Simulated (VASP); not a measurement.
Input of a VASP 6.6.1 run:

Contents of INCAR:

```
SYSTEM = Zn
PREC = Accurate ; ENCUT = 600
EDIFF = 1E-8 ; ISMEAR = -1
SIGMA = 0.05 ; LREAL = .False.
LASPH = .True. ; NELM = 60
ALGO = Fast ; ISIF = 3
LWAVE = .False. ; LCHARG = .False.
IBRION = 6 ; NFREE = 2
POTIM = 0.015 ; NSW = 1
```

File KPOINTS:

```
regular mesh
0
Gamma
  9 9 9
  0 0 0
```

Contents of POSCAR:

```
Zn
1.0
   -1.5690370000      1.5690370000      1.5690370000
    1.5690370000     -1.5690370000      1.5690370000
    1.5690370000      1.5690370000     -1.5690370000
Zn
1
Direct
    0.0000000000      0.0000000000      0.0000000000
```

Potentials or basis: VASP PAW LDA potentials, release 64 (Zn).

The run is started by

```sh
$ cat potpaw_LDA.64/Zn/POTCAR > POTCAR
$ mpirun -np 1 vasp_std > vasp.out
```

(1) Predict the elastic constants C11, C12, C44.

(2) Estimate the Voigt bulk modulus.

## Answers

(1) 71, 51, -26 GPa.

(2) 57 GPa.

Caveat: the cell is under stress, which shifts elastic constants; the elastic tensor has a negative eigenvalue, so either the cell is unstable as it stands or the mesh is too thin.
